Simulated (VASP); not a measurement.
# Mn (Im-3m) in VASP: relaxation of cell and atoms with PBEsol

Aim: the relaxation of cell and atoms of Mn with PBEsol.

Everything below comes from runs of VASP 6.6.1. Logs are shortened: lines on timing, memory, paths and dates and some standing lists are left out, and cuts for length are marked.

## (1) The cell of the first run

Symmetry: Im-3m, No. 229, cubic system. The conventional cell has a = 2.755 Å, b = 2.755 Å, c = 2.755 Å, α = 90.00°, β = 90.00°, γ = 90.00°. Mn (site symmetry m-3m) has 14 Mn at 2.39 to 2.75 Å within 3.2 Å.

This isn't the form of Mn at room conditions, which is a 58-atom cubic cell.

## (2) Relaxation of cell and atoms, PBEsol, collinear spin, ferromagnetic start

File INCAR:

```
PREC = Accurate ; ENCUT = 600
EDIFF = 1E-6 ; ISMEAR = 0
SIGMA = 0.1 ; LREAL = False
LASPH = True ; NELM = 150
ALGO = Normal ; ISIF = 3
LWAVE = False ; LCHARG = False
ISPIN = 2 ; MAGMOM = 0.71
LORBIT = 11 ; LMAXMIX = 4
GGA = PS ; IBRION = 2
NSW = 100 ; EDIFFG = -0.01
```

File KPOINTS:

```
regular mesh
0
Gamma
  28 28 28
```

File POSCAR:

```
Mn
1.0
   -1.3774044311      1.3774044311      1.3774044311
    1.3774044311     -1.3774044311      1.3774044311
    1.3774044311      1.3774044311     -1.3774044311
Mn
1
Direct
    0.0000000000      0.0000000000      0.0000000000
```

Potentials or basis: VASP PAW PBE potentials, release 64 (Mn_pv).

Started as:

```console
cat potpaw_PBE.64/Mn_pv/POTCAR > POTCAR
mpirun -np 1 vasp_std > vasp.out
```

OUTCAR:

```text
PREC = Accurate
   ENCUT = 600
   EDIFF = 1E-6
   ISMEAR = 0
   LREAL = False
   LASPH = True
   NELM = 150
   ISIF = 3
   ISPIN = 2
   LORBIT = 11
   GGA = PS
   IBRION = 2
   NSW = 100
   EDIFFG = -0.01

 ion  position               nearest neighbor table
   1  0.000  0.000  0.000-

  LATTYP: Found a body centered cubic cell.
 ALAT       =     2.7548088622

  Lattice vectors:

 A1 = (  -1.3774044311,   1.3774044311,   1.3774044311)
 A2 = (   1.3774044311,  -1.3774044311,   1.3774044311)
 A3 = (   1.3774044311,   1.3774044311,  -1.3774044311)

Analysis of symmetry for initial positions (statically):
=====================================================================
 Subroutine PRICEL returns:
 Original cell was already a primitive cell.

 Routine SETGRP: Setting up the symmetry group for a
 body centered cubic supercell.

 Subroutine GETGRP returns: Found 48 space group operations
 (whereof 48 operations were pure point group operations)
 out of a pool of 48 trial point group operations.

The static configuration has the point symmetry O_h .

Analysis of symmetry for dynamics (positions and initial velocities):
=====================================================================
 Subroutine PRICEL returns:
 Original cell was already a primitive cell.

 Routine SETGRP: Setting up the symmetry group for a
 body centered cubic supercell.

 Subroutine GETGRP returns: Found 48 space group operations
 (whereof 48 operations were pure point group operations)
 out of a pool of 48 trial point group operations.

The dynamic configuration has the point symmetry O_h .

Analysis of structural, dynamic, and magnetic symmetry:
=====================================================================
 Subroutine PRICEL returns:
 Original cell was already a primitive cell.

 Routine SETGRP: Setting up the symmetry group for a
 body centered cubic supercell.

 Subroutine GETGRP returns: Found 48 space group operations
 (whereof 48 operations were pure point group operations)
 out of a pool of 48 trial point group operations.

The overall configuration has the point symmetry O_h .

 Subroutine INISYM returns: Found 48 space group operations
 (whereof 48 operations are pure point group operations),
 and found     1 'primitive' translations

----------------------------------------------------------------------------------------

                                     Primitive cell

[... 105 lines left out ...]
   IALGO  =     38    algorithm
   IMIX   =      4    mixing-type and parameters
     AMIX     =   0.40;   BMIX     =  1.00
     AMIX_MAG =   1.60;   BMIX_MAG =  1.00
  volume/ion in A,a.u.               =      10.45        70.54
  Fermi-wavevector in a.u.,A,eV,Ry     =   1.760521  3.326902 42.170349  3.099433
  Thomas-Fermi vector in A             =   2.829270
   LORBIT       =     11    0 simple, 1 ext, 2 COOP (PROOUT), +10 PAW based schemes
   GGA     = PS    functional components
   LHFCALC =     F    Hartree Fock is set to
   AEXX    =    0.0000 exact exchange contribution
   IVDW    =     0    specifies the selected vdW correction
   LEPSILON=     F    determine dielectric tensor
   LRPA    =     F    only Hartree local field effects (RPA)
 conjugate gradient relaxation of ions
 spin polarized calculation
 Gauss-broadening in eV      SIGMA  =   0.10
  energy-cutoff  :      600.00
  volume of cell :       10.45
 maximum number of plane-waves:       370
   NGX =  9   NGY =  9   NGZ =  9

--------------------------------------- Ionic step        1  -------------------------------------------

 number of electron      12.9999990 magnetization       0.6636617

 Free energy of the ion-electron system (eV)
  ---------------------------------------------------
  ext. energy  EPLUGINS =         0.00000000
  ---------------------------------------------------
  free energy    TOTEN  =        -9.59682809 eV

  energy without entropy =       -9.58686948  energy(sigma->0) =       -9.59184878

------------------------ aborting loop because EDIFF is reached ----------------------------------------

  FORCE on cell =-STRESS in cart. coord.  units (eV):
  Direction    XX          YY          ZZ          XY          YZ          ZX
  --------------------------------------------------------------------------------------
  -------------------------------------------------------------------------------------
  Total        0.0333561      0.0333561      0.0333561      0.0000000     -0.0000000      0.0000000
  in kB        5.1125937      5.1125937      5.1125937      0.0000000     -0.0000000      0.0000000
  external PRESSURE =       5.1125937 kB  Pullay stress =       0.0000000 kB
[... 57 lines left out ...]
--------------------------------------- Ionic step        3  -------------------------------------------

 number of electron      12.9999990 magnetization       0.6671960

 Free energy of the ion-electron system (eV)
  ---------------------------------------------------
  ext. energy  EPLUGINS =         0.00000000
  ---------------------------------------------------
  free energy    TOTEN  =        -9.59685540 eV

  energy without entropy =       -9.58688999  energy(sigma->0) =       -9.59187270

 E-fermi :  11.0315     XC(G=0): -14.3472

 val. band max:       11.0310549111   @ k =  -0.3214   0.3571   0.2857
 cond. band min:      11.0315972979   @ k =   0.5000   0.5000   0.0357
 fundamental gap:      0.0005423867
 Fermi energy:        11.0314512403

 spin component 1

 k-point     1 :       0.0000    0.0000    0.0000
  band No.  band energies     occupation
      1     -37.1091      1.00000
      2     -37.1091      1.00000
      3     -37.1091      1.00000
      4       2.1966      1.00000
      5       9.1607      1.00000
      6       9.1607      1.00000
      7       9.1607      1.00000
      8      11.0417      0.44211
      9      11.0418      0.44208
     10      34.9808      0.00000
[... 287 lines left out ...]
 k-point    24 :       0.3214    0.0357   -0.0000
  band No.  band energies     occupation
      1     -37.7505      1.00000
      2     -37.3143      1.00000
      3     -37.1166      1.00000
      4       5.6018      1.00000
      5       7.9948      1.00000
      6       9.3800      1.00000
      7      10.9215      0.94001
      8      11.2727      0.00032
      9      11.8698      0.00000
     10      24.5382      0.00000

 [... further k-points ...]

 spin component 2

 k-point     1 :       0.0000    0.0000    0.0000
  band No.  band energies     occupation
      1     -36.3633      1.00000
      2     -36.3633      1.00000
      3     -36.3633      1.00000
      4       2.3289      1.00000
      5       9.7304      1.00000
      6       9.7304      1.00000
      7       9.7304      1.00000
      8      11.8261      0.00000
      9      11.8261      0.00000
     10      35.0155      0.00000
[... 327 lines left out ...]
  FREE ENERGIE OF THE ION-ELECTRON SYSTEM (eV)
  ---------------------------------------------------
  free  energy   TOTEN  =        -9.5968554022 eV

  energy  without entropy=       -9.5868899931  energy(sigma->0) =       -9.59187270

 reached required accuracy - stopping structural energy minimisation

 total charge

# of ion       s       p       d       tot
------------------------------------------
    1        0.431   6.432   5.173  12.035

 magnetization (x)

# of ion       s       p       d       tot
------------------------------------------
    1       -0.003  -0.008   0.673   0.662
```

It took 4.2 min on 1 thread of Intel Xeon 8259CL, shared host; peak memory 0.26 GiB.

What came out:

```
Free energy                                           : -9.5969 eV
Relaxed volume                                        : 10.47 Å³/atom
Relaxed cell                                          : a = 2.387 Å, b = 2.387 Å, c = 2.387 Å, α = 109.47°, β = 109.47°, γ = 109.47°
Space group after relaxing (to 0.1 Å)                 : Im-3m (No. 229)
Energy gained by relaxing                             : 0.0 meV/atom
Ionic steps                                           : 3
Pressure after relaxing                               : 0.0 GPa
Net moment                                            : 0.67 μB per cell
Site moments                                          : Mn +0.66 μB
Valence electrons inside the program's atomic spheres : Mn 12.04
```

Final structure:
```
CELL_PARAMETERS angstrom
-1.37813 1.37813 1.37813
1.37813 -1.37813 1.37813
1.37813 1.37813 -1.37813
ATOMIC_POSITIONS crystal
Mn 0.00000 0.00000 0.00000
```

Caveat: the PAW data sets were made with another functional, which shifts forces and pressure a little.
